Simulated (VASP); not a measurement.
# B3P in VASP: further runs

Runs on B3P. Level: PBE. Tasks: single point.

All numbers are computed with VASP 6.6.1; they aren't measurements. Logs are shortened: lines on timing, memory, paths and dates and some standing lists are left out, and cuts for length are marked.

## 1. The cell of the first run

The typed cell holds 4 atoms: a = 3.892 Å, b = 3.145 Å, c = 3.144 Å, α = 77.04°, β = 99.28°, γ = 80.71°.

The cell was built from a structure type or drawn by symmetry, and may not be a known phase.

## 2. Single point, PBE

Contents of INCAR:

```
SYSTEM = B3P
ALGO = Normal ; EDIFF = 1E-6
ENCUT = 520 ; GGA = PE
ISIF = 2 ; ISMEAR = 0
LASPH = .TRUE. ; LCHARG = .FALSE.
LREAL = .FALSE. ; LWAVE = .FALSE.
NBANDS = 15 ; NELM = 100
PREC = Accurate ; SIGMA = 0.1
```

Contents of KPOINTS:

```
k-points
0
G
  4 6 6
  0 0 0
```

Contents of POSCAR:

```
B3P
1.0
    3.8777328732      0.1509099954     -0.3007581532
    0.3879865285      3.1206540084     -0.0015490001
   -0.3024504473      0.7498407324      3.0381760838
B P
3 1
Direct
    0.6147066158      0.2223656818      0.9603203479
    0.8027335387      0.3290934812      0.4859553076
    0.4263273428      0.7482586466      0.0665471185
    0.1144918355      0.7549688269      0.4924168512
```

Potentials or basis: VASP PAW PBE potentials, release 64 (B, P).

Started as:

```
$ cat potpaw_PBE.64/B/POTCAR potpaw_PBE.64/P/POTCAR > POTCAR
$ mpirun -np 1 vasp_std > vasp.out
```

OUTCAR:

```text
SYSTEM = B3P
   EDIFF = 1E-6
   ENCUT = 520
   GGA = PE
   ISIF = 2
   ISMEAR = 0
   LASPH = .TRUE.
   LREAL = .FALSE.
   NELM = 100
   PREC = Accurate

 ion  position               nearest neighbor table
   1  0.615  0.222  0.960-   2 1.75   3 1.76   2 1.82   3 1.82   4 2.38   4 2.38
   2  0.803  0.329  0.486-   1 1.75   1 1.82   3 1.90   4 1.95   4 2.00
   3  0.426  0.748  0.067-   1 1.76   1 1.82   2 1.90   4 1.95   4 2.00
   4  0.114  0.755  0.492-   3 1.95   2 1.95   3 2.00   2 2.00   1 2.38   1 2.38

  LATTYP: Found a triclinic cell.
 ALAT       =    11.2616990428
 B/A-ratio  =     0.3456232857
 C/A-ratio  =     0.4369038318
 COS(alpha) =     0.0001301255
 COS(beta)  =     0.6554887033
 COS(gamma) =     0.7363806041

  Lattice vectors:

 A1 = (  -8.2289883561,  -7.2929687400,  -2.4335617772)
 A2 = (  -3.8777328732,  -0.1509099954,   0.3007581532)
 A3 = (  -0.0855360812,  -3.8704947408,  -3.0366270837)

Analysis of symmetry for initial positions (statically):
=====================================================================
 Subroutine PRICEL returns:
 Original cell was already a primitive cell.

 Routine SETGRP: Setting up the symmetry group for a
 triclinic supercell.

 Subroutine GETGRP returns: Found  1 space group operations
 (whereof  1 operations were pure point group operations)
 out of a pool of  2 trial point group operations.

The static configuration has the point symmetry C_1 .

Analysis of symmetry for dynamics (positions and initial velocities):
=====================================================================
 Subroutine PRICEL returns:
 Original cell was already a primitive cell.

 Routine SETGRP: Setting up the symmetry group for a
 triclinic supercell.

 Subroutine GETGRP returns: Found  1 space group operations
 (whereof  1 operations were pure point group operations)
 out of a pool of  2 trial point group operations.

The dynamic configuration has the point symmetry C_1 .

 Subroutine INISYM returns: Found  1 space group operations
 (whereof  1 operations are pure point group operations),
 and found     1 'primitive' translations

----------------------------------------------------------------------------------------

                                     Primitive cell

  volume of cell :      36.2205

  direct lattice vectors                    reciprocal lattice vectors
     3.877732873  0.150909995 -0.300758153     0.261792733 -0.032531401  0.034090420
     0.387986528  3.120654008 -0.001549000    -0.018884672  0.322753081 -0.081537435
    -0.302450447  0.749840732  3.038176084     0.025906019 -0.003055827  0.332477988

  length of vectors
     3.892305426  3.144680808  3.143922918     0.265999781  0.333428457  0.333499733

  position of ions in fractional coordinates (direct lattice)
     0.614706616  0.222365682  0.960320348
     0.802733539  0.329093481  0.485955308
     0.426327343  0.748258647  0.066547118
     0.114491835  0.754968827  0.492416851

  ion indices of the primitive-cell ions
   primitive index   ion index
                 1           1
                 2           2
                 3           3
                 4           4

----------------------------------------------------------------------------------------

 KPOINTS: k-points

Automatic generation of k-mesh.
 Grid dimensions read from file:
 generate k-points for:    4    6    6

 Generating k-lattice:

  Cartesian coordinates                     Fractional coordinates (reciprocal lattice)
     0.065448183 -0.008132850  0.008522605     0.250000000 -0.000000000  0.000000000
    -0.003147445  0.053792180 -0.013589572     0.000000000  0.166666667  0.000000000
     0.004317670 -0.000509304  0.055412998     0.000000000 -0.000000000  0.166666667

  Length of vectors
     0.066499945  0.055571409  0.055583289

  Shift w.r.t. Gamma in fractional coordinates (k-lattice)
     0.000000000  0.000000000  0.000000000

 Subroutine IBZKPT returns following result:
 ===========================================

 Found     76 irreducible k-points:

 Following reciprocal coordinates:
            Coordinates               Weight
  0.000000  0.000000  0.000000      1.000000
  0.250000 -0.000000  0.000000      2.000000
  0.500000 -0.000000  0.000000      1.000000
  0.000000  0.166667 -0.000000      2.000000
  0.250000  0.166667  0.000000      2.000000
  0.500000  0.166667  0.000000      2.000000
[... 16 lines left out ...]
 -0.000000  0.333333  0.166667      2.000000
  0.250000  0.333333  0.166667      2.000000
 [... further k-points ...]
   k-points           NKPTS =     76   k-points in BZ     NKDIM =     76   number of bands    NBANDS=     15
   number of dos      NEDOS =    301   number of ions     NIONS =      4
   total plane-waves  NPLWV =  17280
   dimension x,y,z NGX =    30 NGY =   24 NGZ =   24
   dimension x,y,z NGXF=    60 NGYF=   48 NGZF=   48
   ions per type =               3   1
   NGX,Y,Z   is equivalent  to a cutoff of  12.81, 12.69, 12.69 a.u.
   NGXF,Y,Z  is equivalent  to a cutoff of  25.63, 25.38, 25.38 a.u.
 SYSTEM =  B3P
   PREC   = accura    normal or accurate (medium, high low for compatibility)
   ISTART =      0    job   : 0-new  1-cont  2-samecut
   ICHARG =      2    charge: 1-file 2-atom 10-const
   ISPIN  =      1    spin polarized calculation?
   LNONCOLLINEAR =      F non collinear calculations
   LSORBIT =      F    spin-orbit coupling
   LASPH  =      T    aspherical Exc in radial PAW
   ENCUT  =  520.0 eV  38.22 Ry    6.18 a.u.   7.24  5.85  5.85*2*pi/ulx,y,z
   NELM   =    100;   NELMIN=  2; NELMDL= -5     # of ELM steps
   EDIFF  = 0.1E-05   stopping-criterion for ELM
   LREAL  =      F    real-space projection
   EDIFFG = 0.1E-04   stopping-criterion for IOM
   NSW    =      0    number of steps for IOM
   IBRION =     -1    ionic relax: 0-MD 1-quasi-New 2-CG
   NFREE  =      0    steps in history (QN), initial steepest desc. (CG)
   ISIF   =      2    stress and relaxation
   ISYM   =      2    0-nonsym 1-usesym 2-fastsym
   POTIM  = 0.5000    time-step for ionic-motion
   TEBEG  =    0.0;   TEEND  =   0.0 temperature during run
   PSTRESS=    0.0 pullay stress
   NELECT =      14.0000    total number of electrons
   NUPDOWN=      -1.0000    fix difference up-down
   EMIN   =  10.00;   EMAX   =-10.00  energy-range for DOS
   EFERMI =   0.00;   METHOD = LEGACY
   ISMEAR =     0;   SIGMA  =   0.10  broadening in eV -4-tet -1-fermi 0-gaus
   EFERMI_NEDOS =   21; number of points for ismear=-14 and -15
   IALGO  =     38    algorithm
   IMIX   =      4    mixing-type and parameters
     AMIX     =   0.40;   BMIX     =  1.00
     AMIX_MAG =   1.60;   BMIX_MAG =  1.00
  volume/ion in A,a.u.               =       9.06        61.11
  Fermi-wavevector in a.u.,A,eV,Ry     =   1.192521  2.253538 19.348939  1.422107
  Thomas-Fermi vector in A             =   2.328557
   LORBIT       =      0    0 simple, 1 ext, 2 COOP (PROOUT), +10 PAW based schemes
   GGA     = PE    functional components
   LHFCALC =     F    Hartree Fock is set to
   AEXX    =    0.0000 exact exchange contribution
   IVDW    =     0    specifies the selected vdW correction
   LEPSILON=     F    determine dielectric tensor
   LRPA    =     F    only Hartree local field effects (RPA)
 non-spin polarized calculation
 Gauss-broadening in eV      SIGMA  =   0.10
  energy-cutoff  :      520.00
  volume of cell :       36.22
 maximum number of plane-waves:       992
 NGX is ok and might be reduce to    30
   NGX = 15   NGY = 11   NGZ = 11

 number of electron      14.0000000 magnetization

 Free energy of the ion-electron system (eV)
  ---------------------------------------------------
  ext. energy  EPLUGINS =         0.00000000
  ---------------------------------------------------
  free energy    TOTEN  =       -25.00741936 eV

  energy without entropy =      -25.00412037  energy(sigma->0) =      -25.00576987

 E-fermi :   7.4922     XC(G=0): -11.5216

 val. band max:        7.4854763784   @ k =  -0.0000  -0.0000   0.5000
 cond. band min:       7.4937517829   @ k =   0.0000   0.5000  -0.0000
 fundamental gap:      0.0082754045
 Fermi energy:         7.4922372973

 k-point     1 :       0.0000    0.0000    0.0000
  band No.  band energies     occupation
      1      -8.4259      2.00000
      2      -0.0145      2.00000
      3       0.2671      2.00000
      4       3.8742      2.00000
      5       3.8826      2.00000
      6       6.1800      2.00000
      7       6.8351      2.00000
      8       9.6289      0.00000
      9       9.9450      0.00000
     10      10.9972      0.00000
     11      12.1093      0.00000
     12      15.6212      0.00000
     13      15.7715      0.00000
     14      17.3036      0.00000
     15      19.4907      0.00000

 k-point     2 :       0.2500   -0.0000    0.0000
  band No.  band energies     occupation
      1      -7.9012      2.00000
      2      -3.3793      2.00000
      3       3.8968      2.00000
      4       4.0460      2.00000
      5       4.2754      2.00000
      6       5.8686      2.00000
      7       5.9620      2.00000
      8       9.3366      0.00000
      9      11.2434      0.00000
     10      11.8780      0.00000
     11      12.6655      0.00000
     12      14.1748      0.00000
     13      15.5931      0.00000
     14      16.1341      0.00000
     15      18.2656      0.00000

 k-point     3 :       0.5000   -0.0000    0.0000
  band No.  band energies     occupation
      1      -6.7954      2.00000
      2      -5.5125      2.00000
      3       4.3751      2.00000
      4       4.6475      2.00000
      5       4.8769      2.00000
      6       5.2370      2.00000
      7       6.9919      2.00000
      8       9.5460      0.00000
      9      10.6039      0.00000
     10      12.4595      0.00000
     11      12.9214      0.00000
     12      14.4835      0.00000
     13      15.2705      0.00000
     14      16.4907      0.00000
     15      17.5050      0.00000

 k-point     4 :       0.0000    0.1667   -0.0000
  band No.  band energies     occupation
      1      -8.0574      2.00000
      2      -0.7093      2.00000
      3       1.2638      2.00000
      4       2.0080      2.00000
      5       4.1178      2.00000
      6       5.3487      2.00000
      7       6.4247      2.00000
      8       9.7139      0.00000
      9      11.5034      0.00000
     10      11.9166      0.00000
     11      13.1900      0.00000
     12      14.3135      0.00000
     13      15.9289      0.00000
     14      16.8551      0.00000
     15      18.9581      0.00000
[... 307 lines left out ...]
 k-point    22 :      -0.2500    0.1667    0.1667
  band No.  band energies     occupation
      1      -7.3513      2.00000
      2      -2.9153      2.00000
      3       2.2476      2.00000
      4       3.2879      2.00000
      5       3.6467      2.00000
      6       5.1366      2.00000
      7       5.8189      2.00000
      8       9.8340      0.00000
      9      11.3708      0.00000
     10      12.8519      0.00000
     11      13.1623      0.00000
     12      13.5445      0.00000
     13      14.6512      0.00000
     14      17.3597      0.00000
     15      18.4285      0.00000

 k-point    23 :      -0.0000    0.3333    0.1667
  band No.  band energies     occupation
      1      -6.9798      2.00000
      2      -1.3910      2.00000
      3       1.5526      2.00000
      4       1.9298      2.00000
      5       2.7845      2.00000
      6       4.1673      2.00000
      7       4.8466      2.00000
      8      10.0846      0.00000
      9      11.1753      0.00000
     10      12.3439      0.00000
     11      13.4938      0.00000
     12      14.1898      0.00000
     13      16.2002      0.00000
     14      17.7833      0.00000
     15      19.0371      0.00000

 k-point    24 :       0.2500    0.3333    0.1667
  band No.  band energies     occupation
      1      -6.6578      2.00000
      2      -1.5567      2.00000
      3       0.3495      2.00000
      4       1.2412      2.00000
      5       3.4062      2.00000
      6       4.2834      2.00000
      7       5.2603      2.00000
      8      10.2878      0.00000
      9      12.2510      0.00000
     10      13.0683      0.00000
     11      13.4395      0.00000
     12      14.5954      0.00000
     13      15.8342      0.00000
     14      17.9603      0.00000
     15      20.0611      0.00000

 [... further k-points ...]

------------------------ aborting loop because EDIFF is reached ----------------------------------------

  FORCE on cell =-STRESS in cart. coord.  units (eV):
  Direction    XX          YY          ZZ          XY          YZ          ZX
  --------------------------------------------------------------------------------------
  -------------------------------------------------------------------------------------
  Total       -0.0331302     -0.0654912     -0.0299063      0.0013336     -0.0322199     -0.0113469
  in kB       -1.4654817     -2.8969410     -1.3228776      0.0589884     -1.4252158     -0.5019174
  external PRESSURE =      -1.8951001 kB  Pullay stress =       0.0000000 kB

 VOLUME and BASIS-vectors are now :
 -----------------------------------------------------------------------------
  energy-cutoff  :      520.00
  volume of cell :       36.22
      direct lattice vectors                 reciprocal lattice vectors
     3.877732873  0.150909995 -0.300758153     0.261792733 -0.032531401  0.034090420
     0.387986528  3.120654008 -0.001549000    -0.018884672  0.322753081 -0.081537435
    -0.302450447  0.749840732  3.038176084     0.025906019 -0.003055827  0.332477988

 POSITION                                       TOTAL-FORCE (eV/Angst)
 -----------------------------------------------------------------------------------
      2.17949      1.50678      2.73240        -0.000948     -0.009419     -0.008137
      3.09349      1.51252      1.23448         0.014209     -0.007843      0.015033
      1.92337      2.44929      0.07280        -0.013746      0.013870     -0.009808
      0.58795      2.74251      1.46045         0.000485      0.003391      0.002912
 -----------------------------------------------------------------------------------
    total drift:                               -0.000023     -0.000063     -0.000135

  FREE ENERGIE OF THE ION-ELECTRON SYSTEM (eV)
  ---------------------------------------------------
  free  energy   TOTEN  =       -25.0074193592 eV

  energy  without entropy=      -25.0041203736  energy(sigma->0) =      -25.00576987
```

It took 18 s on 1 thread of AMD EPYC 9R45 (Zen 5), shared host; peak memory 0.13 GiB.

What came out:

```yaml
Free_energy: -25.0074 eV
Pressure: -0.2 GPa
Largest_force: 0.022 eV/Å
Band_gap_on_the_k_mesh: zero (bands 7 and 8 overlap by 1.55 eV)
```

Forces in eV/Å, atoms in the order of the input:
```
B   -0.001 -0.009 -0.008
B    0.014 -0.008  0.015
B   -0.014  0.014 -0.010
P    0.000  0.003  0.003
```

Stress tensor (GPa, compression positive):
```
-0.15  0.01 -0.05
 0.01 -0.29 -0.14
-0.05 -0.14 -0.13
```

Levels at points of the mesh, in eV from the Fermi level:
```csv
k point,band 4,band 5,band 6,band 7,band 8,band 9,band 10,band 11
"(0.00, 0.00, 0.00)",-3.62,-3.61,-1.31,-0.66,2.14,2.45,3.50,4.62
"(0.50, 0.00, 0.00)",-2.84,-2.62,-2.26,-0.50,2.05,3.11,4.97,5.43
"(0.00, 0.50, 0.00)",-5.64,-3.21,-2.46,-1.89,0.00,4.34,5.17,6.84
"(0.50, 0.50, 0.00)",-8.47,-3.14,-1.67,0.11,2.35,3.04,6.46,6.89
"(0.00, 0.00, 0.50)",-5.64,-3.21,-2.46,-1.89,-0.01,4.34,5.16,6.84
"(0.50, 0.00, 0.50)",-8.47,-3.15,-1.67,0.11,2.34,3.03,6.46,6.89
"(0.00, 0.50, 0.50)",-7.06,-4.75,-3.38,-2.98,0.76,1.48,2.75,4.82
"(0.50, 0.50, 0.50)",-8.15,-5.59,-5.10,-3.45,-1.33,6.28,6.61,8.66
```

Caveat: the k points lie up to 0.42 Å⁻¹ apart, too coarse for converged energies and pressures of a metal.

## 3. Single point, PBE

Contents of INCAR:

```
  ALGO = Normal
  EDIFF = 1E-7
  ENCUT = 520
  GGA = PE
  ISIF = 2
  ISMEAR = 0
  LASPH = True
  LCHARG = True
  LELF = True
  LREAL = False
  LVHAR = True
  LWAVE = False
  NBANDS = 15
  NELM = 100
  PREC = Accurate
  SIGMA = 0.1
```

Contents of KPOINTS:

```
k-points
0
Gamma
  16 16 12
```

Contents of POSCAR:

```
B3P
1.0
    1.9628419148     -2.4570170197      0.0006206745
    1.9628419148      2.4570170197      0.0006206745
   -1.0096603039      0.0000000000      3.7569856200
B P
3 1
Direct
    0.2221127232      0.7778872768      0.5000000000
    0.7486456531      0.6708260717      0.6879911638
    0.3291739283      0.2513543469      0.3120088362
    0.7552562895      0.2447437105      0.0000000000
```

Potentials or basis: VASP PAW PBE potentials, release 64 (B, P).

Started as:

```
$ cat potpaw_PBE.64/B/POTCAR potpaw_PBE.64/P/POTCAR > POTCAR
$ mpirun -np 1 vasp_std > vasp.out
```

It took 3.6 min on 1 thread of AMD EPYC 9R45 (Zen 5), shared host; peak memory 0.42 GiB.

Results (log left out):

```yaml
Free_energy: -24.9862 eV
Pressure: -0.2 GPa
Largest_force: 0.014 eV/Å
Band_gap_on_the_k_mesh: zero (bands 7 and 8 overlap by 1.91 eV)
```

Forces in eV/Å, atoms in the order of the input:
```
B    0.000  0.003  0.000
B    0.004  0.006  0.011
B   -0.004  0.006 -0.011
P    0.000 -0.014  0.000
```

Stress tensor (GPa, compression positive):
```
-0.10  0.00 -0.05
 0.00 -0.19  0.00
-0.05  0.00 -0.18
```

Levels at points of the mesh, in eV from the Fermi level:
```tsv
k point	band 4	band 5	band 6	band 7	band 8	band 9	band 10	band 11
(0.00, 0.00, 0.00)	-3.55	-3.55	-1.21	-0.59	2.20	2.52	3.59	4.68
(0.50, 0.00, 0.00)	-5.55	-3.12	-2.38	-1.81	0.07	4.39	5.26	6.89
(0.50, 0.50, 0.00)	-7.01	-4.67	-3.28	-2.89	0.83	1.56	2.83	4.88
(0.00, 0.00, 0.50)	-2.79	-2.55	-2.18	-0.42	2.13	3.17	5.03	5.53
(0.50, 0.00, 0.50)	-8.39	-3.04	-1.58	0.16	2.44	3.13	6.52	6.96
(0.50, 0.50, 0.50)	-8.06	-5.53	-5.03	-3.41	-1.28	6.38	6.67	8.74
```
